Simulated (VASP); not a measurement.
# AlNi (NiAs type) (P6_3/mmc) in VASP: further runs

Runs on AlNi (NiAs type). Level: PBE. Tasks: single point.

Program: VASP 6.6.1. These are calculated values, not measurements. Logs are shortened: lines on timing, memory, paths and dates and some standing lists are left out, and cuts for length are marked.

### 1 The cell of the first run

The structure is hexagonal, space group P6_3/mmc (No. 194). The conventional cell has a = 3.526 Å, b = 3.526 Å, c = 4.968 Å, α = 90.00°, β = 90.00°, γ = 120.00°. Ni (site symmetry -3m) has 6 Al at 2.38 Å and 2 Ni at 2.48 Å within 3.2 Å. Within 3.2 Å of Al (site symmetry -6m2) lie 6 Ni at 2.38 Å.

### 2 Single point, PBE (volume scaled by 0.94)

INCAR

```
ALGO = Normal ; EDIFF = 1E-6
ENCUT = 520 ; GGA = PE
ISIF = 2 ; ISMEAR = -1
LASPH = True ; LCHARG = True
LELF = True ; LREAL = False
LVHAR = True ; LWAVE = False
NBANDS = 21 ; NELM = 80
PREC = Accurate ; SIGMA = 0.1
```

KPOINTS

```
k-points
0
Gamma
  11 11 7
```

POSCAR

```
AlNi
1.0
    3.5259530045      0.0000000000      0.0000000000
   -1.7629765023      3.0535648744      0.0000000000
    0.0000000000      0.0000000000      4.9675948902
Ni Al
2 2
Direct
    0.0000000000      0.0000000000      0.0000000000
    0.0000000000      0.0000000000      0.5000000000
    0.3333333333      0.6666666667      0.2500000000
    0.6666666667      0.3333333333      0.7500000000
```

Potentials or basis: VASP PAW PBE potentials, release 64 (Ni, Al).

Launch:

```
cat potpaw_PBE.64/Ni/POTCAR potpaw_PBE.64/Al/POTCAR > POTCAR
mpirun -np 1 vasp_std > vasp.out
```

OUTCAR:

```text
EDIFF = 1E-6
   ENCUT = 520
   GGA = PE
   ISIF = 2
   ISMEAR = -1
   LASPH = True
   LREAL = False
   NELM = 80
   PREC = Accurate

 ion  position               nearest neighbor table
   1  0.000  0.000  0.000-   3 2.38   4 2.38   3 2.38   4 2.38   4 2.38   3 2.38   2 2.48   2 2.48

   2  0.000  0.000  0.500-   3 2.38   4 2.38   3 2.38   4 2.38   4 2.38   3 2.38   1 2.48   1 2.48

   3  0.333  0.667  0.250-   1 2.38   2 2.38   1 2.38   2 2.38   1 2.38   2 2.38   4 3.21   4 3.21
                             4 3.21   4 3.21   4 3.21   4 3.21
   4  0.667  0.333  0.750-   1 2.38   2 2.38   1 2.38   2 2.38   1 2.38   2 2.38   3 3.21   3 3.21
                             3 3.21   3 3.21   3 3.21   3 3.21

  LATTYP: Found a hexagonal cell.
 ALAT       =     3.5259530045
 C/A-ratio  =     1.4088658822

  Lattice vectors:

 A1 = (   3.5259530045,   0.0000000000,   0.0000000000)
 A2 = (  -1.7629765023,   3.0535648744,   0.0000000000)
 A3 = (   0.0000000000,   0.0000000000,   4.9675948902)

Analysis of symmetry for initial positions (statically):
=====================================================================
 Subroutine PRICEL returns:
 Original cell was already a primitive cell.

 Routine SETGRP: Setting up the symmetry group for a
 hexagonal supercell.

 Subroutine GETGRP returns: Found 24 space group operations
 (whereof 12 operations were pure point group operations)
 out of a pool of 24 trial point group operations.

The static configuration has the point symmetry D_3d.
 The point group associated with its full space group is D_6h.

Analysis of symmetry for dynamics (positions and initial velocities):
=====================================================================
 Subroutine PRICEL returns:
 Original cell was already a primitive cell.

 Routine SETGRP: Setting up the symmetry group for a
 hexagonal supercell.

 Subroutine GETGRP returns: Found 24 space group operations
 (whereof 12 operations were pure point group operations)
 out of a pool of 24 trial point group operations.

The dynamic configuration has the point symmetry D_3d.
 The point group associated with its full space group is D_6h.

 Subroutine INISYM returns: Found 24 space group operations
 (whereof 12 operations are pure point group operations),
 and found     1 'primitive' translations

----------------------------------------------------------------------------------------

                                     Primitive cell

  volume of cell :      53.4847

  direct lattice vectors                    reciprocal lattice vectors
     3.525953004  0.000000000  0.000000000     0.283611267  0.163743042  0.000000000
    -1.762976502  3.053564874  0.000000000     0.000000000  0.327486083  0.000000000
     0.000000000  0.000000000  4.967594890     0.000000000  0.000000000  0.201304660

  length of vectors
     3.525953004  3.525953004  4.967594890     0.327486083  0.327486083  0.201304660

  position of ions in fractional coordinates (direct lattice)
     0.000000000  0.000000000  0.000000000
     0.000000000  0.000000000  0.500000000
     0.333333333  0.666666667  0.250000000
     0.666666667  0.333333333  0.750000000

  ion indices of the primitive-cell ions
   primitive index   ion index
                 1           1
                 2           2
                 3           3
                 4           4

----------------------------------------------------------------------------------------

 KPOINTS: k-points

Automatic generation of k-mesh.
 Grid dimensions read from file:
 generate k-points for:   11   11    7

 Generating k-lattice:

  Cartesian coordinates                     Fractional coordinates (reciprocal lattice)
     0.025782842  0.014885731  0.000000000     0.090909091 -0.000000000  0.000000000
     0.000000000  0.029771462  0.000000000     0.000000000  0.090909091  0.000000000
     0.000000000  0.000000000  0.028757809     0.000000000  0.000000000  0.142857143

  Length of vectors
     0.029771462  0.029771462  0.028757809

  Shift w.r.t. Gamma in fractional coordinates (k-lattice)
     0.000000000  0.000000000  0.000000000

 Subroutine IBZKPT returns following result:
 ===========================================

 Found     64 irreducible k-points:

 Following reciprocal coordinates:
            Coordinates               Weight
  0.000000  0.000000  0.000000      1.000000
  0.090909  0.000000  0.000000      6.000000
  0.181818  0.000000  0.000000      6.000000
  0.272727  0.000000  0.000000      6.000000
  0.363636  0.000000  0.000000      6.000000
  0.454545  0.000000  0.000000      6.000000
[... 16 lines left out ...]
  0.090909  0.090909  0.142857     12.000000
  0.181818  0.090909  0.142857     24.000000
 [... further k-points ...]
   k-points           NKPTS =     64   k-points in BZ     NKDIM =     64   number of bands    NBANDS=     21
   number of dos      NEDOS =    301   number of ions     NIONS =      4
   total plane-waves  NPLWV =  31360
   dimension x,y,z NGX =    28 NGY =   28 NGZ =   40
   dimension x,y,z NGXF=    56 NGYF=   56 NGZF=   80
   ions per type =               2   2
   NGX,Y,Z   is equivalent  to a cutoff of  13.20, 13.20, 13.39 a.u.
   NGXF,Y,Z  is equivalent  to a cutoff of  26.40, 26.40, 26.77 a.u.
 SYSTEM =  unknown system
   PREC   = accura    normal or accurate (medium, high low for compatibility)
   ISTART =      0    job   : 0-new  1-cont  2-samecut
   ICHARG =      2    charge: 1-file 2-atom 10-const
   ISPIN  =      1    spin polarized calculation?
   LNONCOLLINEAR =      F non collinear calculations
   LSORBIT =      F    spin-orbit coupling
   LASPH  =      T    aspherical Exc in radial PAW
   ENCUT  =  520.0 eV  38.22 Ry    6.18 a.u.   6.56  6.56  9.24*2*pi/ulx,y,z
   NELM   =     80;   NELMIN=  2; NELMDL= -5     # of ELM steps
   EDIFF  = 0.1E-05   stopping-criterion for ELM
   LREAL  =      F    real-space projection
   EDIFFG = 0.1E-04   stopping-criterion for IOM
   NSW    =      0    number of steps for IOM
   IBRION =     -1    ionic relax: 0-MD 1-quasi-New 2-CG
   NFREE  =      0    steps in history (QN), initial steepest desc. (CG)
   ISIF   =      2    stress and relaxation
   ISYM   =      2    0-nonsym 1-usesym 2-fastsym
   POTIM  = 0.5000    time-step for ionic-motion
   TEBEG  =    0.0;   TEEND  =   0.0 temperature during run
   PSTRESS=    0.0 pullay stress
   NELECT =      26.0000    total number of electrons
   NUPDOWN=      -1.0000    fix difference up-down
   EMIN   =  10.00;   EMAX   =-10.00  energy-range for DOS
   EFERMI =   0.00;   METHOD = LEGACY
   ISMEAR =    -1;   SIGMA  =   0.10  broadening in eV -4-tet -1-fermi 0-gaus
   EFERMI_NEDOS =   21; number of points for ismear=-14 and -15
   IALGO  =     38    algorithm
   IMIX   =      4    mixing-type and parameters
     AMIX     =   0.40;   BMIX     =  1.00
     AMIX_MAG =   1.60;   BMIX_MAG =  1.00
  volume/ion in A,a.u.               =      13.37        90.23
  Fermi-wavevector in a.u.,A,eV,Ry     =   1.287230  2.432511 22.544308  1.656960
  Thomas-Fermi vector in A             =   2.419256
   LORBIT       =      0    0 simple, 1 ext, 2 COOP (PROOUT), +10 PAW based schemes
   GGA     = PE    functional components
   LHFCALC =     F    Hartree Fock is set to
   AEXX    =    0.0000 exact exchange contribution
   IVDW    =     0    specifies the selected vdW correction
   LEPSILON=     F    determine dielectric tensor
   LRPA    =     F    only Hartree local field effects (RPA)
 non-spin polarized calculation
  energy-cutoff  :      520.00
  volume of cell :       53.48
 maximum number of plane-waves:      1471
 NGX is ok and might be reduce to    28
   NGX = 13   NGY = 13   NGZ = 19

 number of electron      25.9999984 magnetization

 Free energy of the ion-electron system (eV)
  ---------------------------------------------------
  ext. energy  EPLUGINS =         0.00000000
  ---------------------------------------------------
  free energy    TOTEN  =       -19.69264294 eV

  energy without entropy =      -19.64491168  energy(sigma->0) =      -19.66877731

 E-fermi :   8.2794     XC(G=0): -11.4068

 val. band max:        8.2688503926   @ k =   0.2727   0.0000   0.0000
 cond. band min:       8.2816912501   @ k =   0.2727   0.1818   0.0000
 fundamental gap:      0.0128408576
 Fermi energy:         8.2794093764

 k-point     1 :       0.0000    0.0000    0.0000
  band No.  band energies     occupation
      1      -1.6796      2.00000
      2       3.4788      2.00000
      3       4.2696      2.00000
      4       5.1148      2.00000
      5       5.2661      2.00000
      6       5.2661      2.00000
[... 13 lines left out ...]
     20      18.3145      0.00000
     21      18.3145      0.00000

 k-point     2 :       0.0909    0.0000    0.0000
  band No.  band energies     occupation
      1      -1.5447      2.00000
      2       3.6051      2.00000
      3       4.2160      2.00000
      4       5.1101      2.00000
      5       5.2782      2.00000
      6       5.3474      2.00000
[... 13 lines left out ...]
     20      17.7546      0.00000
     21      18.2734      0.00000

 k-point     3 :       0.1818    0.0000    0.0000
  band No.  band energies     occupation
      1      -1.1432      2.00000
      2       3.9741      2.00000
      3       4.1089      2.00000
      4       5.0805      2.00000
      5       5.2948      2.00000
      6       5.3186      2.00000
[... 13 lines left out ...]
     20      17.2218      0.00000
     21      18.4975      0.00000
[... 457 lines left out ...]
 k-point    23 :       0.0909    0.0909    0.1429
  band No.  band energies     occupation
      1      -1.1512      2.00000
      2       2.8376      2.00000
      3       4.8424      2.00000
      4       5.1671      2.00000
      5       5.3380      2.00000
      6       5.4689      2.00000
[... 13 lines left out ...]
     20      17.7196      0.00000
     21      18.4775      0.00000

 k-point    24 :       0.1818    0.0909    0.1429
  band No.  band energies     occupation
      1      -0.6231      2.00000
      2       3.1975      2.00000
      3       4.7668      2.00000
      4       5.1106      2.00000
      5       5.3067      2.00000
      6       5.3253      2.00000
[... 13 lines left out ...]
     20      17.2547      0.00000
     21      17.8113      0.00000

 [... further k-points ...]

------------------------ aborting loop because EDIFF is reached ----------------------------------------

  FORCE on cell =-STRESS in cart. coord.  units (eV):
  Direction    XX          YY          ZZ          XY          YZ          ZX
  --------------------------------------------------------------------------------------
  -------------------------------------------------------------------------------------
  Total        2.7155663      2.7155663      2.7907056     -0.0000000      0.0000000      0.0000000
  in kB       81.3469280     81.3469280     83.5977833     -0.0000000      0.0000000      0.0000000
  external PRESSURE =      82.0972131 kB  Pullay stress =       0.0000000 kB

 VOLUME and BASIS-vectors are now :
 -----------------------------------------------------------------------------
  energy-cutoff  :      520.00
  volume of cell :       53.48
      direct lattice vectors                 reciprocal lattice vectors
     3.525953004  0.000000000  0.000000000     0.283611267  0.163743042  0.000000000
    -1.762976502  3.053564874  0.000000000     0.000000000  0.327486083  0.000000000
     0.000000000  0.000000000  4.967594890     0.000000000  0.000000000  0.201304660

 POSITION                                       TOTAL-FORCE (eV/Angst)
 -----------------------------------------------------------------------------------
      0.00000      0.00000      0.00000        -0.000000      0.000000     -0.000000
      0.00000      0.00000      2.48380        -0.000000      0.000000     -0.000000
     -0.00000      2.03571      1.24190         0.000000      0.000000      0.000000
      1.76298      1.01785      3.72570        -0.000000     -0.000000      0.000000
 -----------------------------------------------------------------------------------
    total drift:                               -0.000000      0.000000     -0.000000

  FREE ENERGIE OF THE ION-ELECTRON SYSTEM (eV)
  ---------------------------------------------------
  free  energy   TOTEN  =       -19.6926429413 eV

  energy  without entropy=      -19.6449116832  energy(sigma->0) =      -19.66877731
```

Wall time 31 s (1 thread of Intel Xeon 6975P-C (Granite Rapids), shared host); peak memory 0.21 GiB.

What came out:

```
Free energy            : -19.6926 eV
Pressure               : 8.2 GPa
Band gap on the k mesh : zero (band 13 reaches 11.87 eV, above the bottom of band 14 at 7.18 eV)
```

Caveat: the cell differs from its parent crystal (volume scaled by 0.94). Spin polarisation is off, so any magnetic state and its effect on volume and gap are missing.

### 3 Single point, PBE

This run uses another cell than the first one, of 14.22 Å³/atom, 1.064 times its volume.

INCAR

```
SYSTEM = AlNi
ALGO = Normal ; EDIFF = 1E-7
ENCUT = 520 ; GGA = PE
ISIF = 2 ; ISMEAR = -1
LASPH = .True. ; LCHARG = .False.
LREAL = .False. ; LWAVE = .False.
NBANDS = 21 ; NELM = 100
PREC = Accurate ; SIGMA = 0.1
```

KPOINTS

```
k-points
0
Gamma
  11 11 7
  0 0 0
```

POSCAR

```
AlNi
1.0
    3.6159650638      0.0000000000      0.0000000000
   -1.8079825319      3.1315176045      0.0000000000
    0.0000000000      0.0000000000      5.0248477278
Ni Al
2 2
Direct
    0.0000000000      0.0000000000      0.0000000000
    0.0000000000      0.0000000000      0.5000000000
    0.3333333333      0.6666666667      0.2500000000
    0.6666666667      0.3333333333      0.7500000000
```

Potentials or basis: VASP PAW PBE potentials, release 64 (Ni, Al).

Launch:

```
cat potpaw_PBE.64/Ni/POTCAR potpaw_PBE.64/Al/POTCAR > POTCAR
mpirun -np 1 vasp_std > vasp.out
```

Wall time 34 s (1 thread of Intel Xeon 6975P-C (Granite Rapids), shared host); peak memory 0.22 GiB.

It converged, with:

| Item | Value |
| --- | --- |
| Free energy | -19.7755 eV |
| Pressure | -0.1 GPa |
| Band gap on the k mesh | zero (band 13 reaches 11.10 eV, above the bottom of band 14 at 6.56 eV) |

Stress tensor (GPa, compression positive):
```
-0.11  0.00  0.00
 0.00 -0.11  0.00
 0.00  0.00  0.06
```

Levels at points of the mesh, in eV from the Fermi level:
| k point | band 9 | band 10 | band 11 | band 12 | band 13 | band 14 | band 15 | band 16 | band 17 | band 18 |
| --- | --- | --- | --- | --- | --- | --- | --- | --- | --- | --- |
| (0.00, 0.00, 0.00) | -1.90 | -1.90 | -0.99 | -0.99 | 0.78 | 4.14 | 4.14 | 6.53 | 6.53 | 7.17 |
